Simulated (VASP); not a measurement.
# MgO (Fm-3m) in VASP: single point with PBE

Aim: the single point of MgO with PBE.

All numbers are computed with VASP 6.6.1; they aren't measurements. Logs are shortened: lines on timing, memory, paths and dates and some standing lists are left out, and cuts for length are marked.

## 1. The cell of the first run

It takes space group Fm-3m (No. 225, cubic). Conventional cell: a = 4.270 Å, b = 4.270 Å, c = 4.270 Å, α = 90.00°, β = 90.00°, γ = 90.00°. Within 2.8 Å of Mg (site symmetry m-3m) lie 6 O at 2.14 Å. O (site symmetry m-3m) has 6 Mg at 2.14 Å within 2.8 Å.

## 2. Single point, PBE

The input, INCAR:

```
SYSTEM = MgO
  PREC = Accurate
  ENCUT = 600
  EDIFF = 1E-6
  ISMEAR = 0
  SIGMA = 0.05
  LREAL = .FALSE.
  LASPH = .TRUE.
  NELM = 120
  ALGO = Normal
  ISIF = 2
  LWAVE = .FALSE.
  LCHARG = .FALSE.
  GGA = PE
  NBANDS = 11
  ISYM = 0
  GGA_COMPAT = .FALSE.
```

The input, KPOINTS:

```
regular mesh
0
G
  14 14 14
  0 0 0
```

The input, POSCAR:

```
MgO
1.0
    0.0000000000      2.1351491430      2.1351491430
    2.1351491430      0.0000000000      2.1351491430
    2.1351491430      2.1351491430      0.0000000000
Mg O
1 1
Direct
    0.0000000000      0.0000000000      0.0000000000
    0.5000000000      0.5000000000      0.5000000000
```

Potentials or basis: VASP PAW PBE potentials, release 64 (Mg, O).

Launch:

```bash
> cat potpaw_PBE.64/Mg/POTCAR potpaw_PBE.64/O/POTCAR > POTCAR
> mpirun -np 1 vasp_std > vasp.out
```

OUTCAR:

```text
SYSTEM = MgO
   PREC = Accurate
   ENCUT = 600
   EDIFF = 1E-6
   ISMEAR = 0
   LREAL = .FALSE.
   LASPH = .TRUE.
   NELM = 120
   ISIF = 2
   GGA = PE
   ISYM = 0

 ion  position               nearest neighbor table
   1  0.000  0.000  0.000-   2 2.14   2 2.14   2 2.14   2 2.14   2 2.14   2 2.14
   2  0.500  0.500  0.500-   1 2.14   1 2.14   1 2.14   1 2.14   1 2.14   1 2.14

IMPORTANT INFORMATION: All symmetrisations will be switched off!
NOSYMM: (Re-)initialisation of all symmetry stuff for point group C_1.

----------------------------------------------------------------------------------------

                                     Primitive cell

  volume of cell :      19.4677

  direct lattice vectors                    reciprocal lattice vectors
     0.000000000  2.135149143  2.135149143    -0.234175679  0.234175679  0.234175679
     2.135149143  0.000000000  2.135149143     0.234175679 -0.234175679  0.234175679
     2.135149143  2.135149143  0.000000000     0.234175679  0.234175679 -0.234175679

  length of vectors
     3.019556876  3.019556876  3.019556876     0.405604174  0.405604174  0.405604174

  position of ions in fractional coordinates (direct lattice)
     0.000000000  0.000000000  0.000000000
     0.500000000  0.500000000  0.500000000

  ion indices of the primitive-cell ions
   primitive index   ion index
                 1           1
                 2           2

----------------------------------------------------------------------------------------

 KPOINTS: regular mesh

Automatic generation of k-mesh.
 Grid dimensions read from file:
 generate k-points for:   14   14   14

 Generating k-lattice:

  Cartesian coordinates                     Fractional coordinates (reciprocal lattice)
    -0.016726834  0.016726834  0.016726834     0.071428571  0.000000000  0.000000000
     0.016726834 -0.016726834  0.016726834     0.000000000  0.071428571  0.000000000
     0.016726834  0.016726834 -0.016726834     0.000000000  0.000000000  0.071428571

  Length of vectors
     0.028971727  0.028971727  0.028971727

  Shift w.r.t. Gamma in fractional coordinates (k-lattice)
     0.000000000  0.000000000  0.000000000

 Subroutine IBZKPT returns following result:
 ===========================================

 Found   1376 irreducible k-points:

 Following reciprocal coordinates:
            Coordinates               Weight
  0.000000  0.000000  0.000000      1.000000
  0.071429  0.000000  0.000000      2.000000
  0.000000  0.071429  0.000000      2.000000
  0.000000  0.000000  0.071429      2.000000
  0.071429  0.071429  0.071429      2.000000
  0.142857  0.000000  0.000000      2.000000
[... 16 lines left out ...]
  0.000000  0.428571  0.000000      2.000000
  0.000000  0.000000  0.428571      2.000000
 [... further k-points ...]
   k-points           NKPTS =   1376   k-points in BZ     NKDIM =   1376   number of bands    NBANDS=     11
   number of dos      NEDOS =    301   number of ions     NIONS =      2
   total plane-waves  NPLWV =  13824
   dimension x,y,z NGX =    24 NGY =   24 NGZ =   24
   dimension x,y,z NGXF=    48 NGYF=   48 NGZF=   48
   ions per type =               1   1
   NGX,Y,Z   is equivalent  to a cutoff of  13.21, 13.21, 13.21 a.u.
   NGXF,Y,Z  is equivalent  to a cutoff of  26.43, 26.43, 26.43 a.u.
 SYSTEM =  MgO
   PREC   = accura    normal or accurate (medium, high low for compatibility)
   ISTART =      0    job   : 0-new  1-cont  2-samecut
   ICHARG =      2    charge: 1-file 2-atom 10-const
   ISPIN  =      1    spin polarized calculation?
   LNONCOLLINEAR =      F non collinear calculations
   LSORBIT =      F    spin-orbit coupling
   LASPH  =      T    aspherical Exc in radial PAW
   ENCUT  =  600.0 eV  44.10 Ry    6.64 a.u.   6.03  6.03  6.03*2*pi/ulx,y,z
   NELM   =    120;   NELMIN=  2; NELMDL= -5     # of ELM steps
   EDIFF  = 0.1E-05   stopping-criterion for ELM
   LREAL  =      F    real-space projection
   EDIFFG = 0.1E-04   stopping-criterion for IOM
   NSW    =      0    number of steps for IOM
   IBRION =     -1    ionic relax: 0-MD 1-quasi-New 2-CG
   NFREE  =      0    steps in history (QN), initial steepest desc. (CG)
   ISIF   =      2    stress and relaxation
   ISYM   =      0    0-nonsym 1-usesym 2-fastsym
   POTIM  = 0.5000    time-step for ionic-motion
   TEBEG  =    0.0;   TEEND  =   0.0 temperature during run
   PSTRESS=    0.0 pullay stress
   NELECT =       8.0000    total number of electrons
   NUPDOWN=      -1.0000    fix difference up-down
   EMIN   =  10.00;   EMAX   =-10.00  energy-range for DOS
   EFERMI =   0.00;   METHOD = LEGACY
   ISMEAR =     0;   SIGMA  =   0.05  broadening in eV -4-tet -1-fermi 0-gaus
   EFERMI_NEDOS =   21; number of points for ismear=-14 and -15
   IALGO  =     38    algorithm
   IMIX   =      4    mixing-type and parameters
     AMIX     =   0.40;   BMIX     =  1.00
     AMIX_MAG =   1.60;   BMIX_MAG =  1.00
  volume/ion in A,a.u.               =       9.73        65.69
  Fermi-wavevector in a.u.,A,eV,Ry     =   1.217120  2.300023 20.155402  1.481380
  Thomas-Fermi vector in A             =   2.352451
   LORBIT       =      0    0 simple, 1 ext, 2 COOP (PROOUT), +10 PAW based schemes
   GGA     = PE    functional components
   LHFCALC =     F    Hartree Fock is set to
   AEXX    =    0.0000 exact exchange contribution
   IVDW    =     0    specifies the selected vdW correction
   LEPSILON=     F    determine dielectric tensor
   LRPA    =     F    only Hartree local field effects (RPA)
 non-spin polarized calculation
 Gauss-broadening in eV      SIGMA  =   0.05
  energy-cutoff  :      600.00
  volume of cell :       19.47
 maximum number of plane-waves:       663
   NGX = 13   NGY = 13   NGZ = 13

 number of electron       8.0000002 magnetization

 Free energy of the ion-electron system (eV)
  ---------------------------------------------------
  ext. energy  EPLUGINS =         0.00000000
  ---------------------------------------------------
  free energy    TOTEN  =       -11.91282891 eV

  energy without entropy =      -11.91282891  energy(sigma->0) =      -11.91282891

 E-fermi :   3.1914     XC(G=0): -10.8848

 val. band max:        2.8826495040   @ k =   0.0000   0.0000   0.0000
 cond. band min:       7.2197067286   @ k =   0.0000   0.0000   0.0000
 fundamental gap:      4.3370572246
 Fermi energy:         3.1914344208

 k-point     1 :       0.0000    0.0000    0.0000
  band No.  band energies     occupation
      1     -14.1741      2.00000
      2       2.8826      2.00000
      3       2.8826      2.00000
      4       2.8826      2.00000
      5       7.2197      0.00000
      6      18.4507      0.00000
      7      18.4507      0.00000
      8      18.4507      0.00000
      9      22.2592      0.00000
     10      23.9874      0.00000
     11      23.9874      0.00000

 k-point     2 :       0.0714    0.0000    0.0000
  band No.  band energies     occupation
      1     -14.1234      2.00000
      2       2.5303      2.00000
      3       2.8501      2.00000
      4       2.8501      2.00000
      5       7.5676      0.00000
      6      17.7026      0.00000
      7      18.5696      0.00000
      8      18.5696      0.00000
      9      23.2210      0.00000
     10      23.4999      0.00000
     11      23.4999      0.00000

 k-point     3 :       0.0000    0.0714    0.0000
  band No.  band energies     occupation
      1     -14.1234      2.00000
      2       2.5303      2.00000
      3       2.8501      2.00000
      4       2.8501      2.00000
      5       7.5676      0.00000
      6      17.7026      0.00000
      7      18.5696      0.00000
      8      18.5696      0.00000
      9      23.2210      0.00000
     10      23.4999      0.00000
     11      23.4999      0.00000

 k-point     4 :       0.0000    0.0000    0.0714
  band No.  band energies     occupation
      1     -14.1234      2.00000
      2       2.5303      2.00000
      3       2.8501      2.00000
      4       2.8501      2.00000
      5       7.5676      0.00000
      6      17.7026      0.00000
      7      18.5696      0.00000
      8      18.5696      0.00000
      9      23.2210      0.00000
     10      23.4999      0.00000
     11      23.4999      0.00000

 k-point     5 :       0.0714    0.0714    0.0714
  band No.  band energies     occupation
      1     -14.1234      2.00000
      2       2.5303      2.00000
      3       2.8501      2.00000
      4       2.8501      2.00000
      5       7.5676      0.00000
      6      17.7026      0.00000
      7      18.5696      0.00000
      8      18.5696      0.00000
      9      23.2210      0.00000
     10      23.4999      0.00000
     11      23.4999      0.00000

 k-point     6 :       0.1429    0.0000    0.0000
  band No.  band energies     occupation
      1     -13.9781      2.00000
      2       1.7171      2.00000
      3       2.7600      2.00000
      4       2.7600      2.00000
      5       8.3546      0.00000
      6      16.4916      0.00000
      7      18.8675      0.00000
      8      18.8675      0.00000
      9      22.7953      0.00000
     10      22.7953      0.00000
     11      24.4666      0.00000

 k-point     7 :       0.0000    0.1429    0.0000
  band No.  band energies     occupation
      1     -13.9781      2.00000
      2       1.7171      2.00000
      3       2.7600      2.00000
      4       2.7600      2.00000
      5       8.3546      0.00000
      6      16.4916      0.00000
      7      18.8675      0.00000
      8      18.8675      0.00000
      9      22.7953      0.00000
     10      22.7953      0.00000
     11      24.4666      0.00000

 k-point     8 :       0.0000    0.0000    0.1429
  band No.  band energies     occupation
      1     -13.9781      2.00000
      2       1.7171      2.00000
      3       2.7600      2.00000
      4       2.7600      2.00000
      5       8.3546      0.00000
      6      16.4916      0.00000
      7      18.8675      0.00000
      8      18.8675      0.00000
      9      22.7953      0.00000
     10      22.7953      0.00000
     11      24.4666      0.00000
[... 141 lines left out ...]
 k-point    19 :       0.0000    0.3571    0.0000
  band No.  band energies     occupation
      1     -13.2459      2.00000
      2      -0.8868      2.00000
      3       2.3812      2.00000
      4       2.3812      2.00000
      5      10.3294      0.00000
      6      14.8522      0.00000
      7      19.0038      0.00000
      8      19.0038      0.00000
      9      23.5347      0.00000
     10      23.6298      0.00000
     11      23.6298      0.00000

 k-point    20 :       0.0000    0.0000    0.3571
  band No.  band energies     occupation
      1     -13.2459      2.00000
      2      -0.8868      2.00000
      3       2.3812      2.00000
      4       2.3812      2.00000
      5      10.3294      0.00000
      6      14.8522      0.00000
      7      19.0038      0.00000
      8      19.0038      0.00000
      9      23.5347      0.00000
     10      23.6298      0.00000
     11      23.6298      0.00000

 k-point    21 :       0.3571    0.3571    0.3571
  band No.  band energies     occupation
      1     -13.2459      2.00000
      2      -0.8868      2.00000
      3       2.3812      2.00000
      4       2.3812      2.00000
      5      10.3294      0.00000
      6      14.8522      0.00000
      7      19.0038      0.00000
      8      19.0038      0.00000
      9      23.5347      0.00000
     10      23.6298      0.00000
     11      23.6298      0.00000

 k-point    22 :       0.4286    0.0000    0.0000
  band No.  band energies     occupation
      1     -13.0604      2.00000
      2      -1.3821      2.00000
      3       2.3022      2.00000
      4       2.3022      2.00000
      5      10.4884      0.00000
      6      14.9525      0.00000
      7      18.8377      0.00000
      8      18.8377      0.00000
      9      23.2566      0.00000
     10      24.4843      0.00000
     11      24.4843      0.00000

 k-point    23 :       0.0000    0.4286    0.0000
  band No.  band energies     occupation
      1     -13.0604      2.00000
      2      -1.3821      2.00000
      3       2.3022      2.00000
      4       2.3022      2.00000
      5      10.4884      0.00000
      6      14.9525      0.00000
      7      18.8377      0.00000
      8      18.8377      0.00000
      9      23.2566      0.00000
     10      24.4843      0.00000
     11      24.4843      0.00000

 k-point    24 :       0.0000    0.0000    0.4286
  band No.  band energies     occupation
      1     -13.0604      2.00000
      2      -1.3821      2.00000
      3       2.3022      2.00000
      4       2.3022      2.00000
      5      10.4884      0.00000
      6      14.9525      0.00000
      7      18.8377      0.00000
      8      18.8377      0.00000
      9      23.2566      0.00000
     10      24.4843      0.00000
     11      24.4843      0.00000

 [... further k-points ...]

------------------------ aborting loop because EDIFF is reached ----------------------------------------

  FORCE on cell =-STRESS in cart. coord.  units (eV):
  Direction    XX          YY          ZZ          XY          YZ          ZX
  --------------------------------------------------------------------------------------
  -------------------------------------------------------------------------------------
  Total       -0.3247550     -0.3247556     -0.3247555      0.0000038      0.0000045      0.0000043
  in kB      -26.7270944    -26.7271447    -26.7271412      0.0003136      0.0003702      0.0003530
  external PRESSURE =     -26.7271268 kB  Pullay stress =       0.0000000 kB

 VOLUME and BASIS-vectors are now :
 -----------------------------------------------------------------------------
  energy-cutoff  :      600.00
  volume of cell :       19.47
      direct lattice vectors                 reciprocal lattice vectors
     0.000000000  2.135149143  2.135149143    -0.234175679  0.234175679  0.234175679
     2.135149143  0.000000000  2.135149143     0.234175679 -0.234175679  0.234175679
     2.135149143  2.135149143  0.000000000     0.234175679  0.234175679 -0.234175679

 POSITION                                       TOTAL-FORCE (eV/Angst)
 -----------------------------------------------------------------------------------
      0.00000      0.00000      0.00000         0.000000     -0.000000     -0.000000
      2.13515      2.13515      2.13515        -0.000000      0.000000      0.000000
 -----------------------------------------------------------------------------------
    total drift:                               -0.000000      0.000000      0.000000

  FREE ENERGIE OF THE ION-ELECTRON SYSTEM (eV)
  ---------------------------------------------------
  free  energy   TOTEN  =       -11.9128289054 eV

  energy  without entropy=      -11.9128289054  energy(sigma->0) =      -11.91282891
```

Run time: 4.9 min. Hardware: 1 thread of Oxide Virtual Turin-like, shared host; peak memory 0.44 GiB.

What came out:

```
Free energy            : -11.9128 eV
Pressure               : -2.7 GPa
Band gap on the k mesh : 4.34 eV
```
